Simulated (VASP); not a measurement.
# SrTiO3 (P1) in VASP: single point with r2SCAN

Aim: the single point of SrTiO3 with r2SCAN.

All numbers are computed with VASP 6.6.1; they aren't measurements. Logs are shortened: lines on timing, memory, paths and dates and some standing lists are left out, and cuts for length are marked.

## 1. The cell of the first run

The typed cell holds 10 atoms: a = 5.505 Å, b = 3.958 Å, c = 5.419 Å, α = 90.60°, β = 89.15°, γ = 90.73°.

## 2. Single point, r2SCAN

POSCAR

```
SrTiO3
1.0
    3.9207120000     -0.0352010000     -3.8636730000
   -0.0320580000      3.9576720000      0.0031430000
    3.8601060000     -0.0289150000      3.8030660000
Sr Ti O
2 2 6
Direct
    0.9918260000      0.5043440000      0.5012450000
    0.4939810000      0.5028740000      0.0073870000
    0.0087230000      0.9994600000      0.9983820000
    0.4893440000      0.0121920000      0.4988920000
    0.2412480000      0.0008070000      0.2516000000
    0.7503660000      0.9891370000      0.7447050000
    0.0005670000      0.4876180000      0.9961030000
    0.5115040000      0.4913700000      0.5073030000
    0.2433890000      0.0140010000      0.7417760000
    0.7541170000      0.9946370000      0.2465290000
```

INCAR.step1

```
PREC = Accurate
ENCUT = 520
ISMEAR = -5
SIGMA = 0.1
LREAL = F
LASPH = T
NELM = 100
NBANDS = 51
GGA = PE
ALGO = Normal
EDIFF = 1E-4
LWAVE = T
LCHARG = F
```

INCAR.step2

```
PREC = Accurate
ENCUT = 520
EDIFF = 1E-6
ISMEAR = -5
SIGMA = 0.1
LREAL = F
LASPH = T
NELM = 100
ALGO = Normal
ISIF = 2
LWAVE = F
LCHARG = F
METAGGA = R2SCAN
LMIXTAU = T
NBANDS = 51
ISTART = 1
```

KPOINTS

```
Automatic mesh
0
Gamma
  3 5 4
```

Potentials or basis: VASP PAW PBE potentials, release 64 (Sr_sv, Ti_sv, O).

Launch:

```bash
$ cat potpaw_PBE.64/Sr_sv/POTCAR potpaw_PBE.64/Ti_sv/POTCAR potpaw_PBE.64/O/POTCAR > POTCAR
$ cp INCAR.step1 INCAR
$ mpirun -np 1 vasp_std > vasp.out
$ cp INCAR.step2 INCAR
$ mpirun -np 1 vasp_std > vasp.out
```

OUTCAR:

```text
PREC = Accurate
   ENCUT = 520
   EDIFF = 1E-6
   ISMEAR = -5
   LREAL = F
   LASPH = T
   NELM = 100
   ISIF = 2
   METAGGA = R2SCAN
   ISTART = 1

 ion  position               nearest neighbor table
   1  0.992  0.504  0.501-   8 2.64   6 2.67   7 2.68   7 2.74   5 2.74  10 2.75   9 2.75   6 2.76
                             9 2.76  10 2.76   5 2.76   8 2.86   3 3.32   4 3.36   3 3.36   3 3.37
   2  0.494  0.503  0.007-   8 2.71   8 2.71   7 2.72  10 2.73   5 2.74   5 2.75   9 2.77   6 2.77
                             7 2.79  10 2.82   6 2.85   9 2.87   4 3.31   3 3.31   4 3.32   3 3.34
   3  0.009  0.999  0.998-   9 1.88   5 1.89  10 1.93   7 1.93   6 1.99   7 2.03   2 3.31   1 3.32
                             2 3.34   1 3.36   1 3.37   1 3.37   2 3.43   2 3.48
   4  0.489  0.012  0.499-   9 1.87   8 1.90   5 1.93   6 1.98  10 1.99   8 2.07   2 3.31   2 3.32
                             2 3.35   1 3.36   1 3.38   1 3.38   2 3.43   1 3.44
   5  0.241  0.001  0.252-   3 1.89   4 1.93   1 2.74   2 2.74   2 2.75   1 2.76
   6  0.750  0.989  0.745-   4 1.98   3 1.99   1 2.67   1 2.76   2 2.77   2 2.85
   7  0.001  0.488  0.996-   3 1.93   3 2.03   1 2.68   2 2.72   1 2.74   2 2.79
   8  0.512  0.491  0.507-   4 1.90   4 2.07   1 2.64   2 2.71   2 2.71   1 2.86
   9  0.243  0.014  0.742-   4 1.87   3 1.88   1 2.75   1 2.76   2 2.77   2 2.87
  10  0.754  0.995  0.247-   3 1.93   4 1.99   2 2.73   1 2.75   1 2.76   2 2.82

  LATTYP: Found a triclinic cell.
 ALAT       =    12.3424325692
 B/A-ratio  =     0.5526086129
 C/A-ratio  =     1.1720513974
 COS(alpha) =     0.0003167247
 COS(beta)  =     0.6719774670
 COS(gamma) =     0.7344146569

  Lattice vectors:

 A1 = ( -11.7015300000,   0.0993170000,   3.9242800000)
 A2 = (  -3.9527700000,   3.9928730000,   3.8668160000)
 A3 = ( -11.5768080000,  -7.8223130000,  -3.7487450000)

Analysis of symmetry for initial positions (statically):
=====================================================================
 Subroutine PRICEL returns:
 Original cell was already a primitive cell.

 Routine SETGRP: Setting up the symmetry group for a
 triclinic supercell.

 Subroutine GETGRP returns: Found  1 space group operations
 (whereof  1 operations were pure point group operations)
 out of a pool of  2 trial point group operations.

The static configuration has the point symmetry C_1 .

Analysis of symmetry for dynamics (positions and initial velocities):
=====================================================================
 Subroutine PRICEL returns:
 Original cell was already a primitive cell.

 Routine SETGRP: Setting up the symmetry group for a
 triclinic supercell.

 Subroutine GETGRP returns: Found  1 space group operations
 (whereof  1 operations were pure point group operations)
 out of a pool of  2 trial point group operations.

The dynamic configuration has the point symmetry C_1 .

 Subroutine INISYM returns: Found  1 space group operations
 (whereof  1 operations are pure point group operations),
 and found     1 'primitive' translations

----------------------------------------------------------------------------------------

                                     Primitive cell

  volume of cell :     118.0293

  direct lattice vectors                    reciprocal lattice vectors
     3.920712000 -0.035201000 -3.863673000     0.127522411  0.001135744 -0.129426411
    -0.032058000  3.957672000  0.003143000     0.002080753  0.252690800 -0.000190734
     3.860106000 -0.028915000  3.803066000     0.129552934  0.000945010  0.131456900

  length of vectors
     5.504651737  3.957803084  5.418908138     0.181698793  0.252699439  0.184569153

  position of ions in fractional coordinates (direct lattice)
     0.991826000  0.504344000  0.501245000
     0.493981000  0.502874000  0.007387000
     0.008723000  0.999460000  0.998382000
     0.489344000  0.012192000  0.498892000
     0.241248000  0.000807000  0.251600000
     0.750366000  0.989137000  0.744705000
     0.000567000  0.487618000  0.996103000
     0.511504000  0.491370000  0.507303000
     0.243389000  0.014001000  0.741776000
     0.754117000  0.994637000  0.246529000

  ion indices of the primitive-cell ions
   primitive index   ion index
                 1           1
                 2           2
                 3           3
                 4           4
                 5           5
                 6           6
                 7           7
                 8           8
                 9           9
                10          10

----------------------------------------------------------------------------------------

 KPOINTS: Automatic mesh

Automatic generation of k-mesh.
 Grid dimensions read from file:
 generate k-points for:    3    5    4

 Generating k-lattice:

  Cartesian coordinates                     Fractional coordinates (reciprocal lattice)
     0.042507470  0.000378581 -0.043142137     0.333333333 -0.000000000  0.000000000
     0.000416151  0.050538160 -0.000038147     0.000000000  0.200000000  0.000000000
     0.032388233  0.000236252  0.032864225    -0.000000000  0.000000000  0.250000000

  Length of vectors
     0.060566264  0.050539888  0.046142288

  Shift w.r.t. Gamma in fractional coordinates (k-lattice)
     0.000000000  0.000000000  0.000000000

 TETIRR: Found    178 inequivalent tetrahedra from      360

 Subroutine IBZKPT returns following result:
 ===========================================

 Found     31 irreducible k-points:

 Following reciprocal coordinates:
            Coordinates               Weight
  0.000000  0.000000  0.000000      1.000000
  0.333333 -0.000000  0.000000      2.000000
 -0.000000  0.200000 -0.000000      2.000000
  0.333333  0.200000  0.000000      2.000000
 -0.333333  0.200000 -0.000000      2.000000
  0.000000  0.400000  0.000000      2.000000
[... 16 lines left out ...]
 -0.333333 -0.200000  0.250000      2.000000
 -0.000000  0.000000  0.500000      1.000000
 [... further k-points ...]
   k-points           NKPTS =     31   k-points in BZ     NKDIM =     31   number of bands    NBANDS=     51
   number of dos      NEDOS =    301   number of ions     NIONS =     10
   total plane-waves  NPLWV =  50400
   dimension x,y,z NGX =    42 NGY =   30 NGZ =   40
   dimension x,y,z NGXF=    84 NGYF=   60 NGZF=   80
   ions per type =               2   2   6
   NGX,Y,Z   is equivalent  to a cutoff of  12.68, 12.60, 12.27 a.u.
   NGXF,Y,Z  is equivalent  to a cutoff of  25.37, 25.20, 24.54 a.u.
 SYSTEM =  unknown system
   PREC   = accura    normal or accurate (medium, high low for compatibility)
   ISTART =      1    job   : 0-new  1-cont  2-samecut
   ICHARG =      0    charge: 1-file 2-atom 10-const
   ISPIN  =      1    spin polarized calculation?
   LNONCOLLINEAR =      F non collinear calculations
   LSORBIT =      F    spin-orbit coupling
   LASPH  =      T    aspherical Exc in radial PAW
   ENCUT  =  520.0 eV  38.22 Ry    6.18 a.u.  10.24  7.36 10.08*2*pi/ulx,y,z
   NELM   =    100;   NELMIN=  2; NELMDL=  0     # of ELM steps
   EDIFF  = 0.1E-05   stopping-criterion for ELM
   LREAL  =      F    real-space projection
   EDIFFG = 0.1E-04   stopping-criterion for IOM
   NSW    =      0    number of steps for IOM
   IBRION =     -1    ionic relax: 0-MD 1-quasi-New 2-CG
   NFREE  =      0    steps in history (QN), initial steepest desc. (CG)
   ISIF   =      2    stress and relaxation
   ISYM   =      2    0-nonsym 1-usesym 2-fastsym
   POTIM  = 0.5000    time-step for ionic-motion
   TEBEG  =    0.0;   TEEND  =   0.0 temperature during run
   PSTRESS=    0.0 pullay stress
   NELECT =      80.0000    total number of electrons
   NUPDOWN=      -1.0000    fix difference up-down
   EMIN   =  10.00;   EMAX   =-10.00  energy-range for DOS
   EFERMI =   0.00;   METHOD = LEGACY
   ISMEAR =    -5;   SIGMA  =   0.10  broadening in eV -4-tet -1-fermi 0-gaus
   EFERMI_NEDOS =   21; number of points for ismear=-14 and -15
   IALGO  =     38    algorithm
   IMIX   =      4    mixing-type and parameters
     AMIX     =   0.40;   BMIX     =  1.00
     AMIX_MAG =   1.60;   BMIX_MAG =  1.00
  volume/ion in A,a.u.               =      11.80        79.65
  Fermi-wavevector in a.u.,A,eV,Ry     =   1.438053  2.717526 28.136801  2.067997
  Thomas-Fermi vector in A             =   2.557063
   LORBIT       =      0    0 simple, 1 ext, 2 COOP (PROOUT), +10 PAW based schemes
   METAGGA = R2SCAN    functional components
   LHFCALC =     F    Hartree Fock is set to
   AEXX    =    0.0000 exact exchange contribution
   IVDW    =     0    specifies the selected vdW correction
   LEPSILON=     F    determine dielectric tensor
   LRPA    =     F    only Hartree local field effects (RPA)
 non-spin polarized calculation
 Fermi weights with tetrahedron method with Bloechl corrections
  energy-cutoff  :      520.00
  volume of cell :      118.03
 maximum number of plane-waves:      3193
 NGX is ok and might be reduce to    42
   NGX = 21   NGY = 15   NGZ = 21

 number of electron      80.0000008 magnetization

 Free energy of the ion-electron system (eV)
  ---------------------------------------------------
  ext. energy  EPLUGINS =         0.00000000
  ---------------------------------------------------
  free energy    TOTEN  =      -126.33696143 eV

  energy without entropy =     -126.33696143  energy(sigma->0) =     -126.33696143

 E-fermi :   4.1005     XC(G=0): -11.9826

 val. band max:        4.0912532004   @ k =   0.0000   0.4000   0.0000
 cond. band min:       6.2362662762   @ k =   0.0000   0.0000   0.0000
 fundamental gap:      2.1450130758
 Fermi energy:         4.1004543874

 k-point     1 :       0.0000    0.0000    0.0000
  band No.  band energies     occupation
      1     -54.7321      2.00000
      2     -54.6325      2.00000
      3     -30.0299      2.00000
      4     -30.0178      2.00000
      5     -29.9858      2.00000
      6     -29.9346      2.00000
[... 43 lines left out ...]
     50       9.7849      0.00000
     51      10.0308      0.00000
[... 1240 lines left out ...]
     50      11.1602      0.00000
     51      11.3825      0.00000

 [... further k-points ...]
[... 5 lines left out ...]
  --------------------------------------------------------------------------------------
  -------------------------------------------------------------------------------------
  Total        2.9326446     -0.0550533      6.0474240      1.4425363     -0.1269029      1.5528317
  in kB       39.8089068     -0.7473159     82.0901854     19.5815721     -1.7226312     21.0787664
  external PRESSURE =      40.3839254 kB  Pullay stress =       0.0000000 kB

 VOLUME and BASIS-vectors are now :
 -----------------------------------------------------------------------------
  energy-cutoff  :      520.00
  volume of cell :      118.03
      direct lattice vectors                 reciprocal lattice vectors
     3.920712000 -0.035201000 -3.863673000     0.127522411  0.001135744 -0.129426411
    -0.032058000  3.957672000  0.003143000     0.002080753  0.252690800 -0.000190734
     3.860106000 -0.028915000  3.803066000     0.129552934  0.000945010  0.131456900

 POSITION                                       TOTAL-FORCE (eV/Angst)
 -----------------------------------------------------------------------------------
      5.80735      1.94662     -1.92424        -0.275638     -0.070398      0.278567
      1.94915      1.97261     -1.87891         0.245973     -0.007492     -0.722700
      3.85602      3.92636      3.76635        -1.639361      0.081276      1.490891
      3.84396      0.01660      0.00669         1.639996     -0.013934     -1.201328
      1.91704     -0.01257      0.02475         0.620850     -0.271268     -0.540782
      5.78490      3.86673     -0.06390        -0.021326      0.013156      0.279437
      3.83165      1.90101      3.78759         0.288897      0.569855     -0.218990
      3.94795      1.91201     -0.04543        -0.756636      0.266163      0.189761
      3.81714      0.02540      1.88069         0.333475     -0.512668     -0.138771
      3.87642      3.90277     -1.97297        -0.436229     -0.054689      0.583915
 -----------------------------------------------------------------------------------
    total drift:                               -0.023699      0.003706     -0.012404

  FREE ENERGIE OF THE ION-ELECTRON SYSTEM (eV)
  ---------------------------------------------------
  free  energy   TOTEN  =      -126.3369614290 eV

  energy  without entropy=     -126.3369614290  energy(sigma->0) =     -126.33696143
```

It took 12 min on 1 thread of Intel Xeon Platinum 8259CL at 2.50GHz (Skylake/Cascade Lake), shared host; peak memory 0.33 GiB.

What came out:

| Quantity | Value |
| --- | --- |
| Free energy | -126.3370 eV |
| Pressure | 4.0 GPa |
| Largest force | 2.217 eV/Å |
| Band gap on the k mesh | 2.15 eV |

Forces on the atoms (eV/Å):
```
Sr  -0.276 -0.070  0.279
Sr   0.246 -0.007 -0.723
Ti  -1.639  0.081  1.491
Ti   1.640 -0.014 -1.201
O    0.621 -0.271 -0.541
O   -0.021  0.013  0.279
O    0.289  0.570 -0.219
O   -0.757  0.266  0.190
O    0.333 -0.513 -0.139
O   -0.436 -0.055  0.584
```

Stress tensor (GPa, compression positive):
```
 3.98  1.96  2.11
 1.96 -0.07 -0.17
 2.11 -0.17  8.21
```

Caveat: the cell stands under pressure; the PAW data sets were made with another functional, which shifts forces and pressure a little; an odd mesh through Γ misses points on the zone boundary, where band edges can lie.
